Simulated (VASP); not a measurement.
# Re (Fmmm) in VASP: a series of runs

Runs on Re. Level: PBEsol. Tasks: single point.

All numbers are computed with VASP 6.6.1; they aren't measurements. Logs are shortened: lines on timing, memory, paths and dates and some standing lists are left out, and cuts for length are marked.

**1. The cell of the first run**

The structure is orthorhombic, space group Fmmm (No. 69). Conventional cell: a = 3.713 Å, b = 3.950 Å, c = 4.187 Å, α = 90.00°, β = 90.00°, γ = 90.00°. Re (site symmetry mmm) has 12 Re at 2.71 to 2.88 Å within 3.6 Å.

**2. Single point, PBEsol (strain -0.0600 x Voigt [1, -1, 0, 0, 0, 0])**

Contents of INCAR:

```
SYSTEM = Re
ALGO = Fast ; EDIFF = 1E-6
ENCUT = 520 ; GGA = PS
ISIF = 2 ; ISMEAR = 0
LASPH = .TRUE. ; LCHARG = .FALSE.
LREAL = .FALSE. ; LWAVE = .FALSE.
NBANDS = 10 ; NELM = 60
PREC = Accurate ; SIGMA = 0.15
```

Contents of KPOINTS:

```
k-points
0
G
  20 20 20
  0 0 0
```

Contents of POSCAR:

```
Re
1.0
    0.0000000000      2.0935000000      1.9750000000
    1.8565000000      0.0000000000      1.9750000000
    1.8565000000      2.0935000000      0.0000000000
Re
1
Direct
    0.0000000000      0.0000000000      0.0000000000
```

Potentials or basis: VASP PAW PBE potentials, release 64 (Re).

The run is started by

```bash
$ cat potpaw_PBE.64/Re/POTCAR > POTCAR
$ mpirun -np 1 vasp_std > vasp.out
```

OUTCAR:

```text
SYSTEM = Re
   EDIFF = 1E-6
   ENCUT = 520
   GGA = PS
   ISIF = 2
   ISMEAR = 0
   LASPH = .TRUE.
   LREAL = .FALSE.
   NELM = 60
   PREC = Accurate

 ion  position               nearest neighbor table
   1  0.000  0.000  0.000-

  LATTYP: Found a face centered orthorhombic cell.
 ALAT       =     3.7130000000
 B/A-ratio  =     1.0638297872
 C/A-ratio  =     1.1276595745

  Lattice vectors:

 A1 = (   0.0000000000,   2.0935000000,  -1.9750000000)
 A2 = (   1.8565000000,   2.0935000000,   0.0000000000)
 A3 = (   1.8565000000,   0.0000000000,  -1.9750000000)

Analysis of symmetry for initial positions (statically):
=====================================================================
 Subroutine PRICEL returns:
 Original cell was already a primitive cell.

 Routine SETGRP: Setting up the symmetry group for a
 face centered orthorhombic supercell.

 Subroutine GETGRP returns: Found  8 space group operations
 (whereof  8 operations were pure point group operations)
 out of a pool of  8 trial point group operations.

The static configuration has the point symmetry D_2h.

Analysis of symmetry for dynamics (positions and initial velocities):
=====================================================================
 Subroutine PRICEL returns:
 Original cell was already a primitive cell.

 Routine SETGRP: Setting up the symmetry group for a
 face centered orthorhombic supercell.

 Subroutine GETGRP returns: Found  8 space group operations
 (whereof  8 operations were pure point group operations)
 out of a pool of  8 trial point group operations.

The dynamic configuration has the point symmetry D_2h.

 Subroutine INISYM returns: Found  8 space group operations
 (whereof  8 operations are pure point group operations),
 and found     1 'primitive' translations

----------------------------------------------------------------------------------------

                                     Primitive cell

  volume of cell :      15.3520

  direct lattice vectors                    reciprocal lattice vectors
     0.000000000  2.093500000  1.975000000    -0.269323997  0.238834488  0.253164557
     1.856500000  0.000000000  1.975000000     0.269323997 -0.238834488  0.253164557
     1.856500000  2.093500000  0.000000000     0.269323997  0.238834488 -0.253164557

  length of vectors
     2.878083955  2.710575077  2.798094798     0.440079107  0.440079107  0.440079107

  position of ions in fractional coordinates (direct lattice)
     0.000000000  0.000000000  0.000000000

  ion indices of the primitive-cell ions
   primitive index   ion index
                 1           1

----------------------------------------------------------------------------------------

 KPOINTS: k-points

Automatic generation of k-mesh.
 Grid dimensions read from file:
 generate k-points for:   20   20   20

 Generating k-lattice:

  Cartesian coordinates                     Fractional coordinates (reciprocal lattice)
    -0.013466200  0.011941724  0.012658228     0.050000000  0.000000000 -0.000000000
     0.013466200 -0.011941724  0.012658228     0.000000000  0.050000000  0.000000000
     0.013466200  0.011941724 -0.012658228    -0.000000000 -0.000000000  0.050000000

  Length of vectors
     0.022003955  0.022003955  0.022003955

  Shift w.r.t. Gamma in fractional coordinates (k-lattice)
     0.000000000  0.000000000  0.000000000

 Subroutine IBZKPT returns following result:
 ===========================================

 Found   1166 irreducible k-points:

 Following reciprocal coordinates:
            Coordinates               Weight
  0.000000  0.000000  0.000000      1.000000
  0.050000  0.000000 -0.000000      8.000000
  0.100000  0.000000  0.000000      8.000000
  0.150000  0.000000  0.000000      8.000000
  0.200000  0.000000  0.000000      8.000000
  0.250000  0.000000  0.000000      8.000000
[... 16 lines left out ...]
 -0.400000  0.050000 -0.000000      8.000000
 -0.350000  0.050000  0.000000      8.000000
 [... further k-points ...]
   k-points           NKPTS =   1166   k-points in BZ     NKDIM =   1166   number of bands    NBANDS=     10
   number of dos      NEDOS =    301   number of ions     NIONS =      1
   total plane-waves  NPLWV =  11520
   dimension x,y,z NGX =    24 NGY =   20 NGZ =   24
   dimension x,y,z NGXF=    48 NGYF=   40 NGZF=   48
   ions per type =               1
   NGX,Y,Z   is equivalent  to a cutoff of  13.86, 12.27, 14.26 a.u.
   NGXF,Y,Z  is equivalent  to a cutoff of  27.73, 24.53, 28.52 a.u.
 SYSTEM =  Re
   PREC   = accura    normal or accurate (medium, high low for compatibility)
   ISTART =      0    job   : 0-new  1-cont  2-samecut
   ICHARG =      2    charge: 1-file 2-atom 10-const
   ISPIN  =      1    spin polarized calculation?
   LNONCOLLINEAR =      F non collinear calculations
   LSORBIT =      F    spin-orbit coupling
   LASPH  =      T    aspherical Exc in radial PAW
   ENCUT  =  520.0 eV  38.22 Ry    6.18 a.u.   5.35  5.04  5.20*2*pi/ulx,y,z
   NELM   =     60;   NELMIN=  2; NELMDL= -5     # of ELM steps
   EDIFF  = 0.1E-05   stopping-criterion for ELM
   LREAL  =      F    real-space projection
   EDIFFG = 0.1E-04   stopping-criterion for IOM
   NSW    =      0    number of steps for IOM
   IBRION =     -1    ionic relax: 0-MD 1-quasi-New 2-CG
   NFREE  =      0    steps in history (QN), initial steepest desc. (CG)
   ISIF   =      2    stress and relaxation
   ISYM   =      2    0-nonsym 1-usesym 2-fastsym
   POTIM  = 0.5000    time-step for ionic-motion
   TEBEG  =    0.0;   TEEND  =   0.0 temperature during run
   PSTRESS=    0.0 pullay stress
   NELECT =       7.0000    total number of electrons
   NUPDOWN=      -1.0000    fix difference up-down
   EMIN   =  10.00;   EMAX   =-10.00  energy-range for DOS
   EFERMI =   0.00;   METHOD = LEGACY
   ISMEAR =     0;   SIGMA  =   0.15  broadening in eV -4-tet -1-fermi 0-gaus
   EFERMI_NEDOS =   21; number of points for ismear=-14 and -15
   IALGO  =     68    algorithm
   IMIX   =      4    mixing-type and parameters
     AMIX     =   0.40;   BMIX     =  1.00
     AMIX_MAG =   1.60;   BMIX_MAG =  1.00
  volume/ion in A,a.u.               =      15.35       103.60
  Fermi-wavevector in a.u.,A,eV,Ry     =   1.260044  2.381139 21.602131  1.587712
  Thomas-Fermi vector in A             =   2.393574
   LORBIT       =      0    0 simple, 1 ext, 2 COOP (PROOUT), +10 PAW based schemes
   GGA     = PS    functional components
   LHFCALC =     F    Hartree Fock is set to
   AEXX    =    0.0000 exact exchange contribution
   IVDW    =     0    specifies the selected vdW correction
   LEPSILON=     F    determine dielectric tensor
   LRPA    =     F    only Hartree local field effects (RPA)
 non-spin polarized calculation
 RMM-DIIS sequential band-by-band and
 Gauss-broadening in eV      SIGMA  =   0.15
  energy-cutoff  :      520.00
  volume of cell :       15.35
 maximum number of plane-waves:       427
 NGX is ok and might be reduce to    24
   NGX = 11   NGY =  9   NGZ = 11

 number of electron       7.0000000 magnetization

 Free energy of the ion-electron system (eV)
  ---------------------------------------------------
  ext. energy  EPLUGINS =         0.00000000
  ---------------------------------------------------
  free energy    TOTEN  =       -13.17711312 eV

  energy without entropy =      -13.16543173  energy(sigma->0) =      -13.17127243

 E-fermi :   7.5185     XC(G=0): -13.5869

 val. band max:        7.5125939260   @ k =  -0.2000   0.2000   0.0000
 cond. band min:       7.5202428829   @ k =   0.5000   0.2000   0.3000
 fundamental gap:      0.0076489569
 Fermi energy:         7.5185419464

 k-point     1 :       0.0000    0.0000    0.0000
  band No.  band energies     occupation
      1      -2.3951      2.00000
      2       4.8990      2.00000
      3       5.7841      2.00000
      4       6.5439      2.00000
      5       7.5902      0.49925
      6       9.5016      0.00000
      7      21.5612      0.00000
      8      24.9852      0.00000
      9      26.6751      0.00000
     10      28.9522      0.00000

 k-point     2 :       0.0500    0.0000   -0.0000
  band No.  band energies     occupation
      1      -2.2831      2.00000
      2       4.9252      2.00000
      3       5.7871      2.00000
      4       6.5350      2.00000
      5       7.5741      0.60032
      6       9.4401      0.00000
      7      21.7763      0.00000
      8      25.0295      0.00000
      9      26.6007      0.00000
     10      28.6129      0.00000

 k-point     3 :       0.1000    0.0000    0.0000
  band No.  band energies     occupation
      1      -1.9564      2.00000
      2       4.9704      2.00000
      3       5.7673      2.00000
      4       6.5577      2.00000
      5       7.5632      0.67388
      6       9.2792      0.00000
      7      22.3670      0.00000
      8      24.7752      0.00000
      9      26.5922      0.00000
     10      28.7355      0.00000

 k-point     4 :       0.1500    0.0000    0.0000
  band No.  band energies     occupation
      1      -1.4453      2.00000
      2       4.9563      2.00000
      3       5.6980      2.00000
      4       6.6686      2.00000
      5       7.6584      0.18744
      6       9.0875      0.00000
      7      23.0331      0.00000
      8      24.0473      0.00000
      9      27.2548      0.00000
     10      29.5398      0.00000

 k-point     5 :       0.2000    0.0000    0.0000
  band No.  band energies     occupation
      1      -0.8091      2.00000
      2       4.8774      2.00000
      3       5.5845      2.00000
      4       6.8033      2.00000
      5       7.9683      0.00002
      6       8.9734      0.00000
      7      22.4587      0.00000
      8      24.3795      0.00000
      9      28.3723      0.00000
     10      30.7449      0.00000

 k-point     6 :       0.2500    0.0000    0.0000
  band No.  band energies     occupation
      1      -0.1493      2.00000
      2       4.8730      2.00000
      3       5.4205      2.00000
      4       6.8430      2.00000
      5       8.5132      0.00000
      6       9.0557      0.00000
      7      21.4046      0.00000
      8      24.6270      0.00000
      9      29.6867      0.00000
     10      30.9145      0.00000
[... 183 lines left out ...]
 k-point    21 :       0.5000    0.0500    0.0000
  band No.  band energies     occupation
      1       0.9829      2.00000
      2       4.7618      2.00000
      3       6.1813      2.00000
      4       7.4314      1.58849
      5      10.6993      0.00000
      6      11.5927      0.00000
      7      16.9092      0.00000
      8      20.9352      0.00000
      9      26.4656      0.00000
     10      28.0131      0.00000

 k-point    22 :      -0.4500    0.0500    0.0000
  band No.  band energies     occupation
      1       0.9816      2.00000
      2       4.7582      2.00000
      3       6.2466      2.00000
      4       7.3110      1.94965
      5      10.6011      0.00000
      6      11.5663      0.00000
      7      17.0355      0.00000
      8      20.9940      0.00000
      9      26.5200      0.00000
     10      28.1719      0.00000

 k-point    23 :      -0.4000    0.0500   -0.0000
  band No.  band energies     occupation
      1       0.9654      2.00000
      2       4.8250      2.00000
      3       6.3712      2.00000
      4       6.6828      2.00000
      5      10.2349      0.00000
      6      11.2134      0.00000
      7      17.8468      0.00000
      8      21.4286      0.00000
      9      27.1285      0.00000
     10      28.9519      0.00000

 k-point    24 :      -0.3500    0.0500    0.0000
  band No.  band energies     occupation
      1       0.8792      2.00000
      2       4.9583      2.00000
      3       5.8647      2.00000
      4       6.5458      2.00000
      5       9.6885      0.00000
      6      10.6501      0.00000
      7      18.9655      0.00000
      8      22.2871      0.00000
      9      28.1236      0.00000
     10      30.2760      0.00000

 [... further k-points ...]
[... 5 lines left out ...]
  --------------------------------------------------------------------------------------
  -------------------------------------------------------------------------------------
  Total       -0.3918873     -3.0395489     -1.3051184      0.0000000      0.0000000      0.0000000
  in kB      -40.8984385   -317.2157211   -136.2057639      0.0000000      0.0000000      0.0000000
  external PRESSURE =    -164.7733078 kB  Pullay stress =       0.0000000 kB

 VOLUME and BASIS-vectors are now :
 -----------------------------------------------------------------------------
  energy-cutoff  :      520.00
  volume of cell :       15.35
      direct lattice vectors                 reciprocal lattice vectors
     0.000000000  2.093500000  1.975000000    -0.269323997  0.238834488  0.253164557
     1.856500000  0.000000000  1.975000000     0.269323997 -0.238834488  0.253164557
     1.856500000  2.093500000  0.000000000     0.269323997  0.238834488 -0.253164557

 POSITION                                       TOTAL-FORCE (eV/Angst)
 -----------------------------------------------------------------------------------
      0.00000      0.00000      0.00000         0.000000      0.000000     -0.000000
 -----------------------------------------------------------------------------------
    total drift:                               -0.000000      0.000000      0.000000

  FREE ENERGIE OF THE ION-ELECTRON SYSTEM (eV)
  ---------------------------------------------------
  free  energy   TOTEN  =       -13.1771131194 eV

  energy  without entropy=      -13.1654317343  energy(sigma->0) =      -13.17127243
```

It took 83 s on 1 thread of Intel Xeon 6975P-C (Granite Rapids), shared host; peak memory 0.29 GiB.

Results:

```yaml
Free_energy: -13.1771 eV
Pressure: -16.5 GPa
```

Stress tensor (GPa, compression positive):
```
 -4.09   0.00   0.00
  0.00 -31.72   0.00
  0.00   0.00 -13.62
```

Caveat: the cell differs from its parent crystal (strain -0.0600 x Voigt [1, -1, 0, 0, 0, 0]); the PAW data sets were made with another functional, which shifts forces and pressure a little; spin-orbit coupling is left out, which moves the levels of the heavy elements.

(Continued in part 2 of 2.)
